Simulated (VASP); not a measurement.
# SiC (F-43m) in VASP: further runs

The runs below take SiC through single point, with PBE+D3(BJ).

All numbers are computed with VASP 6.6.1; they aren't measurements. Logs are shortened: lines on timing, memory, paths and dates and some standing lists are left out, and cuts for length are marked.

**Measured values to compare with.**

From “Insight into the structural, elastic and electronic properties of a new orthorhombic 6O-SiC polytype”, 2020, pmc:7200658, for a bulk crystal of SiC: band gap 2.4 eV (indirect).

The runs below are set against these values where they give the same quantity.

### 1 The cell of the first run

It takes space group F-43m (No. 216, cubic). Conventional cell: a = 4.348 Å, b = 4.348 Å, c = 4.348 Å, α = 90.00°, β = 90.00°, γ = 90.00°. Si (site symmetry -43m) has 4 C at 1.88 Å within 2.5 Å. C (site symmetry -43m) has 4 Si at 1.88 Å within 2.5 Å.

### 2 Single point, PBE+D3(BJ)

INCAR reads:

```
SYSTEM = SiC
PREC = Accurate ; ENCUT = 520
EDIFF = 1E-6 ; ISMEAR = 0
SIGMA = 0.05 ; LREAL = .False.
LASPH = .True. ; NELM = 100
ALGO = Normal ; ISIF = 2
LWAVE = .False. ; LCHARG = .True.
GGA = PE ; IVDW = 12
LELF = .True. ; LVHAR = .True.
NBANDS = 11
```

KPOINTS reads:

```
regular mesh
0
Gamma
  10 10 10
  0 0 0
```

POSCAR reads:

```
SiC
1.0
    0.0000000000      2.1739983056      2.1739983056
    2.1739983056      0.0000000000      2.1739983056
    2.1739983056      2.1739983056      0.0000000000
Si C
1 1
Direct
    0.0000000000      0.0000000000      0.0000000000
    0.7500000000      0.7500000000      0.7500000000
```

Potentials or basis: VASP PAW PBE potentials, release 64 (Si, C).

Started as:

```sh
cat potpaw_PBE.64/Si/POTCAR potpaw_PBE.64/C/POTCAR > POTCAR
mpirun -np 1 vasp_std > vasp.out
```

OUTCAR:

```text
SYSTEM = SiC
   PREC = Accurate
   ENCUT = 520
   EDIFF = 1E-6
   ISMEAR = 0
   LREAL = .False.
   LASPH = .True.
   NELM = 100
   ISIF = 2
   GGA = PE
   IVDW = 12
 IVDW          = 12

 ion  position               nearest neighbor table
   1  0.000  0.000  0.000-   2 1.88   2 1.88   2 1.88   2 1.88
   2  0.750  0.750  0.750-   1 1.88   1 1.88   1 1.88   1 1.88

  LATTYP: Found a face centered cubic cell.
 ALAT       =     4.3479966112

  Lattice vectors:

 A1 = (   0.0000000000,   2.1739983056,   2.1739983056)
 A2 = (   2.1739983056,   0.0000000000,   2.1739983056)
 A3 = (   2.1739983056,   2.1739983056,   0.0000000000)

Analysis of symmetry for initial positions (statically):
=====================================================================
 Subroutine PRICEL returns:
 Original cell was already a primitive cell.

 Routine SETGRP: Setting up the symmetry group for a
 face centered cubic supercell.

 Subroutine GETGRP returns: Found 24 space group operations
 (whereof 24 operations were pure point group operations)
 out of a pool of 48 trial point group operations.

The static configuration has the point symmetry T_d .

Analysis of symmetry for dynamics (positions and initial velocities):
=====================================================================
 Subroutine PRICEL returns:
 Original cell was already a primitive cell.

 Routine SETGRP: Setting up the symmetry group for a
 face centered cubic supercell.

 Subroutine GETGRP returns: Found 24 space group operations
 (whereof 24 operations were pure point group operations)
 out of a pool of 48 trial point group operations.

The dynamic configuration has the point symmetry T_d .

 Subroutine INISYM returns: Found 24 space group operations
 (whereof 24 operations are pure point group operations),
 and found     1 'primitive' translations

----------------------------------------------------------------------------------------

                                     Primitive cell

  volume of cell :      20.5498

  direct lattice vectors                    reciprocal lattice vectors
     0.000000000  2.173998306  2.173998306    -0.229990980  0.229990980  0.229990980
     2.173998306  0.000000000  2.173998306     0.229990980 -0.229990980  0.229990980
     2.173998306  2.173998306  0.000000000     0.229990980  0.229990980 -0.229990980

  length of vectors
     3.074497888  3.074497888  3.074497888     0.398356062  0.398356062  0.398356062

  position of ions in fractional coordinates (direct lattice)
     0.000000000  0.000000000  0.000000000
     0.750000000  0.750000000  0.750000000

  ion indices of the primitive-cell ions
   primitive index   ion index
                 1           1
                 2           2

----------------------------------------------------------------------------------------

 KPOINTS: regular mesh

Automatic generation of k-mesh.
 Grid dimensions read from file:
 generate k-points for:   10   10   10

 Generating k-lattice:

  Cartesian coordinates                     Fractional coordinates (reciprocal lattice)
    -0.022999098  0.022999098  0.022999098     0.100000000  0.000000000  0.000000000
     0.022999098 -0.022999098  0.022999098     0.000000000  0.100000000  0.000000000
     0.022999098  0.022999098 -0.022999098     0.000000000  0.000000000  0.100000000

  Length of vectors
     0.039835606  0.039835606  0.039835606

  Shift w.r.t. Gamma in fractional coordinates (k-lattice)
     0.000000000  0.000000000  0.000000000

 Subroutine IBZKPT returns following result:
 ===========================================

 Found     47 irreducible k-points:

 Following reciprocal coordinates:
            Coordinates               Weight
  0.000000  0.000000  0.000000      1.000000
  0.100000  0.000000  0.000000      8.000000
  0.200000  0.000000  0.000000      8.000000
  0.300000  0.000000  0.000000      8.000000
  0.400000  0.000000  0.000000      8.000000
  0.500000  0.000000  0.000000      4.000000
[... 16 lines left out ...]
  0.300000  0.300000  0.000000      6.000000
  0.400000  0.300000  0.000000     24.000000
 [... further k-points ...]
   k-points           NKPTS =     47   k-points in BZ     NKDIM =     47   number of bands    NBANDS=     11
   number of dos      NEDOS =    301   number of ions     NIONS =      2
   total plane-waves  NPLWV =  13824
   dimension x,y,z NGX =    24 NGY =   24 NGZ =   24
   dimension x,y,z NGXF=    48 NGYF=   48 NGZF=   48
   ions per type =               1   1
   NGX,Y,Z   is equivalent  to a cutoff of  12.98, 12.98, 12.98 a.u.
   NGXF,Y,Z  is equivalent  to a cutoff of  25.95, 25.95, 25.95 a.u.
 SYSTEM =  SiC
   PREC   = accura    normal or accurate (medium, high low for compatibility)
   ISTART =      0    job   : 0-new  1-cont  2-samecut
   ICHARG =      2    charge: 1-file 2-atom 10-const
   ISPIN  =      1    spin polarized calculation?
   LNONCOLLINEAR =      F non collinear calculations
   LSORBIT =      F    spin-orbit coupling
   LASPH  =      T    aspherical Exc in radial PAW
   ENCUT  =  520.0 eV  38.22 Ry    6.18 a.u.   5.72  5.72  5.72*2*pi/ulx,y,z
   NELM   =    100;   NELMIN=  2; NELMDL= -5     # of ELM steps
   EDIFF  = 0.1E-05   stopping-criterion for ELM
   LREAL  =      F    real-space projection
   EDIFFG = 0.1E-04   stopping-criterion for IOM
   NSW    =      0    number of steps for IOM
   IBRION =     -1    ionic relax: 0-MD 1-quasi-New 2-CG
   NFREE  =      0    steps in history (QN), initial steepest desc. (CG)
   ISIF   =      2    stress and relaxation
   ISYM   =      2    0-nonsym 1-usesym 2-fastsym
   POTIM  = 0.5000    time-step for ionic-motion
   TEBEG  =    0.0;   TEEND  =   0.0 temperature during run
   PSTRESS=    0.0 pullay stress
   NELECT =       8.0000    total number of electrons
   NUPDOWN=      -1.0000    fix difference up-down
   EMIN   =  10.00;   EMAX   =-10.00  energy-range for DOS
   EFERMI =   0.00;   METHOD = LEGACY
   ISMEAR =     0;   SIGMA  =   0.05  broadening in eV -4-tet -1-fermi 0-gaus
   EFERMI_NEDOS =   21; number of points for ismear=-14 and -15
   IALGO  =     38    algorithm
   IMIX   =      4    mixing-type and parameters
     AMIX     =   0.40;   BMIX     =  1.00
     AMIX_MAG =   1.60;   BMIX_MAG =  1.00
  volume/ion in A,a.u.               =      10.27        69.34
  Fermi-wavevector in a.u.,A,eV,Ry     =   1.195370  2.258921 19.441488  1.428909
  Thomas-Fermi vector in A             =   2.331337
   LORBIT       =      0    0 simple, 1 ext, 2 COOP (PROOUT), +10 PAW based schemes
   GGA     = PE    functional components
   LHFCALC =     F    Hartree Fock is set to
   AEXX    =    0.0000 exact exchange contribution
   IVDW    =    12    specifies the selected vdW correction
   LEPSILON=     F    determine dielectric tensor
   LRPA    =     F    only Hartree local field effects (RPA)
 non-spin polarized calculation
 Gauss-broadening in eV      SIGMA  =   0.05
  energy-cutoff  :      520.00
  volume of cell :       20.55
 maximum number of plane-waves:       568
   NGX = 11   NGY = 11   NGZ = 11

 number of electron       8.0000001 magnetization

 Free energy of the ion-electron system (eV)
  ---------------------------------------------------
  ext. energy  EPLUGINS =         0.00000000
  ---------------------------------------------------
  free energy    TOTEN  =       -15.05412220 eV

  energy without entropy =      -15.05412220  energy(sigma->0) =      -15.05412220

 E-fermi :   8.3992     XC(G=0): -11.3864

 val. band max:        8.1845204653   @ k =   0.0000   0.0000   0.0000
 cond. band min:       9.5349042067   @ k =   0.5000   0.5000   0.0000
 fundamental gap:      1.3503837414
 Fermi energy:         8.3991885277

 k-point     1 :       0.0000    0.0000    0.0000
  band No.  band energies     occupation
      1      -7.2730      2.00000
      2       8.1845      2.00000
      3       8.1845      2.00000
      4       8.1845      2.00000
      5      14.4993      0.00000
      6      15.5399      0.00000
      7      15.5399      0.00000
      8      15.5399      0.00000
      9      22.7314      0.00000
     10      22.7314      0.00000
     11      24.7723      0.00000

 k-point     2 :       0.1000    0.0000    0.0000
  band No.  band energies     occupation
      1      -7.0766      2.00000
      2       7.1752      2.00000
      3       8.0507      2.00000
      4       8.0507      2.00000
      5      14.7500      0.00000
      6      15.7842      0.00000
      7      15.7842      0.00000
      8      15.8241      0.00000
      9      21.7793      0.00000
     10      21.7793      0.00000
     11      24.5290      0.00000

 k-point     3 :       0.2000    0.0000    0.0000
  band No.  band energies     occupation
      1      -6.4959      2.00000
      2       5.0497      2.00000
      3       7.7435      2.00000
      4       7.7435      2.00000
      5      14.4511      0.00000
      6      16.1420      0.00000
      7      16.1420      0.00000
      8      17.0322      0.00000
      9      21.1141      0.00000
     10      21.1141      0.00000
     11      23.6366      0.00000

 k-point     4 :       0.3000    0.0000    0.0000
  band No.  band energies     occupation
      1      -5.5666      2.00000
      2       2.7275      2.00000
      3       7.4271      2.00000
      4       7.4271      2.00000
      5      14.0416      0.00000
      6      15.9949      0.00000
      7      15.9949      0.00000
      8      17.9958      0.00000
      9      21.9468      0.00000
     10      21.9468      0.00000
     11      23.3834      0.00000
[... 239 lines left out ...]
 k-point    22 :      -0.2000    0.2000    0.0000
  band No.  band energies     occupation
      1      -5.2549      2.00000
      2       3.3738      2.00000
      3       4.9549      2.00000
      4       7.5374      2.00000
      5      14.7819      0.00000
      6      16.2499      0.00000
      7      16.6082      0.00000
      8      17.4033      0.00000
      9      19.7407      0.00000
     10      23.6789      0.00000
     11      27.4204      0.00000

 k-point    23 :       0.3000    0.3000    0.0000
  band No.  band energies     occupation
      1      -4.9878      2.00000
      2       3.8248      2.00000
      3       5.8126      2.00000
      4       5.8126      2.00000
      5      11.3637      0.00000
      6      13.8242      0.00000
      7      19.7869      0.00000
      8      19.7869      0.00000
      9      20.6795      0.00000
     10      25.3292      0.00000
     11      29.9475      0.00000

 k-point    24 :       0.4000    0.3000    0.0000
  band No.  band energies     occupation
      1      -4.1137      2.00000
      2       2.5968      2.00000
      3       5.0197      2.00000
      4       5.5493      2.00000
      5      11.0594      0.00000
      6      13.8378      0.00000
      7      19.8811      0.00000
      8      20.1825      0.00000
      9      22.0349      0.00000
     10      26.3255      0.00000
     11      29.5514      0.00000

 [... further k-points ...]

------------------------ aborting loop because EDIFF is reached ----------------------------------------

 Edisp (eV)   -0.60640

 E8    (eV) :    -0.2279

  FORCE on cell =-STRESS in cart. coord.  units (eV):
  Direction    XX          YY          ZZ          XY          YZ          ZX
  --------------------------------------------------------------------------------------
  -------------------------------------------------------------------------------------
  Total       0.00690     0.00690     0.00690     0.00000     0.00000    -0.00000
  in kB       0.53799     0.53799     0.53799     0.00000     0.00000    -0.00000
  external pressure =        0.54 kB  Pullay stress =        0.00 kB

 VOLUME and BASIS-vectors are now :
 -----------------------------------------------------------------------------
  energy-cutoff  :      520.00
  volume of cell :       20.55
      direct lattice vectors                 reciprocal lattice vectors
     0.000000000  2.173998306  2.173998306    -0.229990980  0.229990980  0.229990980
     2.173998306  0.000000000  2.173998306     0.229990980 -0.229990980  0.229990980
     2.173998306  2.173998306  0.000000000     0.229990980  0.229990980 -0.229990980

 POSITION                                       TOTAL-FORCE (eV/Angst)
 -----------------------------------------------------------------------------------
      0.00000      0.00000      0.00000        -0.000000      0.000000      0.000000
      3.26100      3.26100      3.26100         0.000000     -0.000000     -0.000000
 -----------------------------------------------------------------------------------
    total drift:                               -0.000000     -0.000000     -0.000000

  FREE ENERGIE OF THE ION-ELECTRON SYSTEM (eV)
  ---------------------------------------------------
  free  energy   TOTEN  =       -15.6605176080 eV

  energy  without entropy=      -15.6605176080  energy(sigma->0) =      -15.66051761
```

Run time: 18 s. Hardware: 1 thread of AMD EPYC 7R13, shared host; peak memory 0.12 GiB.

What came out:

```yaml
Free_energy: -15.6605 eV
Pressure: 0.1 GPa
Band_gap_on_the_k_mesh: 1.35 eV, indirect (least direct gap 4.55 eV)
Dispersion_energy_per_atom: -0.303 eV
```

Levels at points of the mesh, in eV from the valence-band top:
| k point | band 1 | band 2 | band 3 | band 4 | band 5 | band 6 | band 7 | band 8 |
| --- | --- | --- | --- | --- | --- | --- | --- | --- |
| (0.00, 0.00, 0.00) | -15.46 | 0.00 | 0.00 | 0.00 | 6.31 | 7.36 | 7.36 | 7.36 |
| (0.50, 0.00, 0.00) | -11.87 | -8.57 | -1.05 | -1.05 | 5.50 | 7.26 | 7.26 | 10.09 |
| (0.50, 0.50, 0.00) | -10.41 | -7.82 | -3.20 | -3.20 | 1.35 | 4.35 | 14.12 | 14.12 |

Caveat: three body term missing.

### 3 Single point, PBE+D3(BJ)

This run uses another cell than the first one, of 10.32 Å³/atom, 1.005 times its volume.

INCAR reads:

```
SYSTEM = SiC
PREC = Accurate
ENCUT = 520
EDIFF = 1E-7
ISMEAR = 0
SIGMA = 0.05
LREAL = .False.
LASPH = .True.
NELM = 60
ALGO = Normal
ISIF = 2
LWAVE = .False.
LCHARG = .False.
GGA = PE
IVDW = 12
NBANDS = 11
```

KPOINTS reads:

```
Automatic mesh
0
Gamma
  10 10 10
  0 0 0
```

POSCAR reads:

```
SiC
1.0
    0.0000000000      2.1772883992      2.1772883992
    2.1772883992      0.0000000000      2.1772883992
    2.1772883992      2.1772883992      0.0000000000
Si C
1 1
Direct
    0.0000000000      0.0000000000      0.0000000000
    0.7500000000      0.7500000000      0.7500000000
```

Potentials or basis: VASP PAW PBE potentials, release 64 (Si, C).

Started as:

```sh
cat potpaw_PBE.64/Si/POTCAR potpaw_PBE.64/C/POTCAR > POTCAR
mpirun -np 1 vasp_std > vasp.out
```

It took 21 s on 1 thread of AMD EPYC 7R13, shared host; peak memory 0.12 GiB.

It converged, with:

* Free energy: -15.6603 eV
* Pressure: -0.9 GPa
* Band gap on the k mesh: 1.35 eV, indirect (least direct gap 4.54 eV)
* Dispersion energy per atom: -0.302 eV

Levels at points of the mesh, in eV from the valence-band top:
```
           k point  band 1  band 2  band 3  band 4  band 5  band 6  band 7  band 8  band 9
(0.00, 0.00, 0.00)  -15.42    0.00    0.00    0.00    6.26    7.32    7.32    7.32   14.52
(0.50, 0.00, 0.00)  -11.85   -8.55   -1.05   -1.05    5.46    7.24    7.24   10.07   16.23
(0.50, 0.50, 0.00)  -10.39   -7.80   -3.19   -3.19    1.35    4.33   14.06   14.06   14.82
```

Caveat: three body term missing.

### 4 Single point, PBE+D3(BJ)

This run uses another cell than the first one, of 10.31 Å³/atom, 1.003 times its volume.

INCAR reads:

```
  PREC = Accurate
  ENCUT = 520
  EDIFF = 1E-6
  ISMEAR = 0
  SIGMA = 0.05
  LREAL = False
  LASPH = True
  NELM = 100
  ALGO = Normal
  ISIF = 2
  LWAVE = False
  LCHARG = False
  GGA = PE
  IVDW = 12
  NBANDS = 11
```

KPOINTS reads:

```
regular mesh
0
Gamma
  10 10 10
```

POSCAR reads:

```
SiC
1.0
    0.0000000000      2.1762270295      2.1762270295
    2.1762270295      0.0000000000      2.1762270295
    2.1762270295      2.1762270295      0.0000000000
Si C
1 1
Direct
    0.0000000000      0.0000000000      0.0000000000
    0.7500000000      0.7500000000      0.7500000000
```

Started as:

```sh
cat potpaw_PBE.64/Si/POTCAR potpaw_PBE.64/C/POTCAR > POTCAR
mpirun -np 1 vasp_std > vasp.out
```

It took 22 s on 1 thread of AMD EPYC 7R13, shared host; peak memory 0.12 GiB.

Results (log left out):

| Property | Result |
| --- | --- |
| Free energy | -15.6604 eV |
| Pressure | -0.6 GPa |
| Band gap on the k mesh | 1.35 eV, indirect (least direct gap 4.55 eV) |
| Dispersion energy per atom | -0.302 eV |

Levels at points of the mesh, in eV from the valence-band top:
```tsv
k point	band 1	band 2	band 3	band 4	band 5	band 6	band 7	band 8
(0.00, 0.00, 0.00)	-15.43	0.00	0.00	0.00	6.28	7.33	7.33	7.33
(0.50, 0.00, 0.00)	-11.85	-8.56	-1.05	-1.05	5.47	7.24	7.24	10.08
(0.50, 0.50, 0.00)	-10.40	-7.81	-3.19	-3.19	1.35	4.34	14.08	14.08
```

Caveat: three body term missing.

(Continued in part 2 of 2.)
